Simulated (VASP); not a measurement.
# Ga3As3CO in VASP: further runs

The runs below take Ga3As3CO through single point, with PBE+D3(BJ).

All numbers are computed with VASP 6.6.1; they aren't measurements. Logs are shortened: lines on timing, memory, paths and dates and some standing lists are left out, and cuts for length are marked.

### Step 1. The cell of the first run

The cell holds a slab with vacuum, 8 atoms: a = 4.014 Å, b = 5.676 Å, c = 23.335 Å, α = 90.00°, β = 90.00°, γ = 90.00°.

### Step 2. Single point, PBE+D3(BJ)

INCAR reads:

```
ALGO     = Normal         # electronic algorithm
DIPOL    = 0.5 0.5 0.323
EDIFF    = 1E-6           # SCF threshold, eV
ENCUT    = 520            # plane-wave cutoff, eV
GGA      = PE             # functional
IDIPOL   = 3            
ISIF     = 2              # what is computed and relaxed
ISMEAR   = 0              # smearing method
IVDW     = 12             # dispersion correction
LASPH    = True           # aspherical terms in the spheres
LCHARG   = False          # write CHGCAR
LDIPOL   = True         
LREAL    = False          # projectors in reciprocal space
LWAVE    = False          # write WAVECAR
NBANDS   = 42             # bands
NELM     = 80             # most SCF steps
PREC     = Accurate       # precision mode
SIGMA    = 0.05           # smearing width, eV
```

KPOINTS reads:

```
k-points
0
Gamma
  7 5 1
```

POSCAR reads:

```
Ga3As3CO
1.0
    4.0137031111      0.0000000000      0.0000000000
    0.0000000000      5.6762333751      0.0000000000
    0.0000000000      0.0000000000     23.3352699083
Ga As O C
3 3 1 1
Direct
    0.5000000000      0.5000000000      0.1714143447
    0.0000000000      0.0653835255      0.2680035048
    0.5000000000      0.4894639609      0.3228546357
    0.0000000000      0.2500000000      0.1714143447
    0.5000000000      0.8102208698      0.2504948966
    0.0000000000      0.2887573198      0.3593388866
    0.0000000000      1.1220906532      0.4964703624
    0.0000000000      1.1220906532      0.5457519865
```

Potentials or basis: VASP PAW PBE potentials, release 64 (Ga_d, As, O, C).

Started as:

```console
$ cat potpaw_PBE.64/Ga_d/POTCAR potpaw_PBE.64/As/POTCAR potpaw_PBE.64/O/POTCAR potpaw_PBE.64/C/POTCAR > POTCAR
$ mpirun -np 1 vasp_std > vasp.out
```

OUTCAR:

```text
EDIFF = 1E-6
   ENCUT = 520
   GGA = PE
   ISIF = 2
   ISMEAR = 0
   IVDW = 12
   LASPH = True
   LREAL = False
   NELM = 80
   PREC = Accurate
 IVDW          = 12

 ion  position               nearest neighbor table
   1  0.500  0.500  0.171-   4 2.46   4 2.46   5 2.55
   2  0.000  0.065  0.268-   6 2.48   4 2.49   5 2.51   5 2.51
   3  0.500  0.489  0.323-   6 2.46   6 2.46   5 2.48
   4  0.000  0.250  0.171-   1 2.46   1 2.46   2 2.49
   5  0.500  0.810  0.250-   3 2.48   2 2.51   2 2.51   1 2.55
   6  0.000  0.289  0.359-   3 2.46   3 2.46   2 2.48
   7  0.000  0.122  0.496-   8 1.15
   8  0.000  0.122  0.546-   7 1.15

  LATTYP: Found a simple orthorhombic cell.
 ALAT       =     4.0137031111
 B/A-ratio  =     1.4142135624
 C/A-ratio  =     5.8139003465

  Lattice vectors:

 A1 = (   4.0137031111,   0.0000000000,   0.0000000000)
 A2 = (   0.0000000000,   5.6762333751,   0.0000000000)
 A3 = (   0.0000000000,   0.0000000000,  23.3352699083)

Analysis of symmetry for initial positions (statically):
=====================================================================
 Subroutine PRICEL returns:
 Original cell was already a primitive cell.

 Routine SETGRP: Setting up the symmetry group for a
 simple orthorhombic supercell.

 Subroutine GETGRP returns: Found  2 space group operations
 (whereof  2 operations were pure point group operations)
 out of a pool of  8 trial point group operations.

The static configuration has the point symmetry C_1h.

Analysis of symmetry for dynamics (positions and initial velocities):
=====================================================================
 Subroutine PRICEL returns:
 Original cell was already a primitive cell.

 Routine SETGRP: Setting up the symmetry group for a
 simple orthorhombic supercell.

 Subroutine GETGRP returns: Found  2 space group operations
 (whereof  2 operations were pure point group operations)
 out of a pool of  8 trial point group operations.

The dynamic configuration has the point symmetry C_1h.

 Subroutine INISYM returns: Found  2 space group operations
 (whereof  2 operations are pure point group operations),
 and found     1 'primitive' translations

[... 102 lines left out ...]
   TEBEG  =    0.0;   TEEND  =   0.0 temperature during run
   PSTRESS=    0.0 pullay stress
   NELECT =      64.0000    total number of electrons
   NUPDOWN=      -1.0000    fix difference up-down
   EMIN   =  10.00;   EMAX   =-10.00  energy-range for DOS
   EFERMI =   0.00;   METHOD = LEGACY
   ISMEAR =     0;   SIGMA  =   0.05  broadening in eV -4-tet -1-fermi 0-gaus
   EFERMI_NEDOS =   21; number of points for ismear=-14 and -15
   IALGO  =     38    algorithm
   IMIX   =      4    mixing-type and parameters
     AMIX     =   0.40;   BMIX     =  1.00
     AMIX_MAG =   1.60;   BMIX_MAG =  1.00
  volume/ion in A,a.u.               =      66.46       448.46
  Fermi-wavevector in a.u.,A,eV,Ry     =   0.808342  1.527546  8.890285  0.653418
  Thomas-Fermi vector in A             =   1.917130
   LORBIT       =      0    0 simple, 1 ext, 2 COOP (PROOUT), +10 PAW based schemes
   GGA     = PE    functional components
   LHFCALC =     F    Hartree Fock is set to
   AEXX    =    0.0000 exact exchange contribution
   IVDW    =    12    specifies the selected vdW correction
   LEPSILON=     F    determine dielectric tensor
   LRPA    =     F    only Hartree local field effects (RPA)
 non-spin polarized calculation
 Gauss-broadening in eV      SIGMA  =   0.05
  energy-cutoff  :      520.00
  volume of cell :      531.64
 maximum number of plane-waves:     14367
 NGX is ok and might be reduce to    30
   NGX = 15   NGY = 21   NGZ = 87

 dipolmoment           0.000000      0.000000     -0.002969 electrons x Angstroem

 number of electron      64.0000018 magnetization

 dipolmoment           0.000000      0.000000      0.045586 electrons x Angstroem

 Free energy of the ion-electron system (eV)
  ---------------------------------------------------
  ext. energy  EPLUGINS =         0.00000000
  ---------------------------------------------------
  free energy    TOTEN  =       -37.49967764 eV

  energy without entropy =      -37.49967764  energy(sigma->0) =      -37.49967764

 E-fermi :  -2.0527     XC(G=0):  -3.8054

 val. band max:       -2.2503135776   @ k =   0.0000   0.0000   0.0000
 cond. band min:      -1.8514714114   @ k =   0.4286   0.0000   0.0000
 fundamental gap:      0.3988421663
 Fermi energy:        -2.0526921547

 k-point     1 :       0.0000    0.0000    0.0000
  band No.  band energies     occupation
      1     -26.7423      2.00000
      2     -17.2276      2.00000
      3     -17.1666      2.00000
      4     -17.1518      2.00000
      5     -17.1283      2.00000
      6     -17.1055      2.00000
[... 529 lines left out ...]
     41       2.7420      0.00000
     42       3.0808      0.00000

------------------------ aborting loop because EDIFF is reached ----------------------------------------

 vacuum level on the upper side and lower side of the slab       (xc-potential included)         0.049        -0.300

 Edisp (eV)   -1.26240

 E8    (eV) :    -0.5729

  FORCE on cell =-STRESS in cart. coord.  units (eV):
  Direction    XX          YY          ZZ          XY          YZ          ZX
  --------------------------------------------------------------------------------------
  -------------------------------------------------------------------------------------
  Total      -2.10573    -2.61180    -0.30089     0.00000    -0.19459     0.00000
  in kB      -6.34593    -7.87104    -0.90677     0.00000    -0.58644     0.00000
  external pressure =       -5.04 kB  Pullay stress =        0.00 kB

 VOLUME and BASIS-vectors are now :
 -----------------------------------------------------------------------------
  energy-cutoff  :      520.00
  volume of cell :      531.64
      direct lattice vectors                 reciprocal lattice vectors
     4.013703111  0.000000000  0.000000000     0.249146480  0.000000000  0.000000000
     0.000000000  5.676233375  0.000000000     0.000000000  0.176173165  0.000000000
     0.000000000  0.000000000 23.335269908     0.000000000  0.000000000  0.042853586

 POSITION                                       TOTAL-FORCE (eV/Angst)
 -----------------------------------------------------------------------------------
      2.00685      2.83812      4.00000         0.000000     -0.316338      1.025315
      0.00000      0.37113      6.25393         0.000000      0.003065      0.006238
      2.00685      2.77831      7.53390         0.000000     -0.001247     -0.017871
      0.00000      1.41906      4.00000         0.000000      0.321523     -1.067876
      2.00685      4.59900      5.84537         0.000000      0.017221     -0.008778
      0.00000      1.63905      8.38527         0.000000      0.018635     -0.053591
      0.00000      0.69302     11.58527         0.000000     -0.055405      0.826941
      0.00000      0.69302     12.73527         0.000000      0.012546     -0.710379
 -----------------------------------------------------------------------------------
    total drift:                                0.000000     -0.000960      0.000441

  FREE ENERGIE OF THE ION-ELECTRON SYSTEM (eV)
  ---------------------------------------------------
  free  energy   TOTEN  =       -38.7620729063 eV

  energy  without entropy=      -38.7620729060  energy(sigma->0) =      -38.76207291

 vacuum level on the upper side and lower side of the slab         2.688         2.327
```

OSZICAR:

```text
N       E                     dE             d eps       ncg     rms          rms(c)
DAV:   1     0.471267125689E+03    0.47127E+03   -0.26353E+04  1096   0.136E+03
DAV:   2     0.354238315752E+02   -0.43584E+03   -0.41676E+03  1290   0.311E+02
DAV:   3    -0.349562068936E+02   -0.70380E+02   -0.69445E+02  1318   0.128E+02
DAV:   4    -0.391213068840E+02   -0.41651E+01   -0.41311E+01  1416   0.332E+01
[... 14 lines left out ...]
DAV:  19    -0.374996626751E+02   -0.11862E-04   -0.10426E-06   866   0.518E-03    0.848E-04
DAV:  20    -0.374996727601E+02   -0.10085E-04   -0.81786E-07   748   0.412E-03    0.421E-04
DAV:  21    -0.374996743305E+02   -0.15704E-05   -0.15245E-07   764   0.387E-03    0.324E-04
DAV:  22    -0.374996771625E+02   -0.28320E-05   -0.27319E-07   772   0.301E-03    0.168E-04
DAV:  23    -0.374996776429E+02   -0.48038E-06   -0.52839E-08   776   0.158E-03
   1 F= -.38762073E+02 E0= -.38762073E+02  d E =-.281616E-09
```

stdout:

```text
POSCAR found type information on POSCAR GaAsO C
 POSCAR found :  4 types and       8 ions
 scaLAPACK will be used
 LDA part: xc-table for (Slater+PW92), standard interpolation
 POSCAR, INCAR and KPOINTS ok, starting setup
 FFT: planning ... GRIDC
 FFT: planning ... GRID_SOFT
 FFT: planning ... GRID
 WAVECAR not read
 entering main loop
```

It took 4.3 min on 1 thread of Intel Xeon 6975P-C (Granite Rapids), shared host; peak memory 0.65 GiB.

Results:

```yaml
Free_energy: -38.7621 eV
Largest_force: 1.115 eV/Å
Band_gap_on_the_k_mesh: 0.40 eV (least direct gap 0.75 eV)
Dispersion_energy_per_atom: -0.158 eV
```

Forces in eV/Å, atoms in the order of the input:
```
Ga   0.000 -0.316  1.025
Ga   0.000  0.003  0.006
Ga   0.000 -0.001 -0.018
As   0.000  0.322 -1.068
As   0.000  0.017 -0.009
As   0.000  0.019 -0.054
O    0.000 -0.055  0.827
C    0.000  0.013 -0.710
```

### Step 3. Single point, PBE+D3(BJ)

INCAR: that of step 2 with these lines changed.

```diff
@@ -10,5 +10,8 @@
 LASPH    = True           # aspherical terms in the spheres
-LCHARG   = False          # write CHGCAR
+LCHARG   = True           # write CHGCAR
 LDIPOL   = True         
+LELF     = True           # ELF
 LREAL    = False          # projectors in reciprocal space
+LVACPOTAV= True         
+LVHAR    = True         
 LWAVE    = False          # write WAVECAR
```

KPOINTS is that of step 2.

POSCAR: that of step 2 with these lines changed.

```diff
@@ -14,3 +14,3 @@
     0.0000000000      0.2887573198      0.3593388866
-    0.0000000000      1.1220906532      0.4964703624
-    0.0000000000      1.1220906532      0.5457519865
+    0.5000000000      0.6220906532      0.4964703624
+    0.5000000000      0.6220906532      0.5457519865
```

Potentials or basis: VASP PAW PBE potentials, release 64 (Ga_d, As, O, C).

Started as:

```console
$ cat potpaw_PBE.64/Ga_d/POTCAR potpaw_PBE.64/As/POTCAR potpaw_PBE.64/O/POTCAR potpaw_PBE.64/C/POTCAR > POTCAR
$ mpirun -np 1 vasp_std > vasp.out
```

Wall time 4.2 min (1 thread of Intel Xeon 6975P-C (Granite Rapids), shared host); peak memory 0.65 GiB.

Results (log left out):

```
Free energy                : -38.8153 eV
Largest force              : 1.109 eV/Å
Band gap on the k mesh     : 0.40 eV (least direct gap 0.75 eV)
Dispersion energy per atom : -0.157 eV
```

Forces in eV/Å, atoms in the order of the input:
```
Ga   0.000 -0.310  1.032
Ga   0.000 -0.007  0.022
Ga   0.000  0.005  0.023
As   0.000  0.314 -1.063
As   0.000  0.008 -0.015
As   0.000 -0.011  0.043
O    0.000  0.003  0.690
C    0.000 -0.003 -0.732
```

Levels at points of the mesh, in eV from the valence-band top:
```tsv
k point	band 29	band 30	band 31	band 32	band 33	band 34	band 35	band 36
(0.00, 0.00, 0.00)	-1.32	-0.89	-0.85	0.00	0.75	1.61	2.31	2.50
```
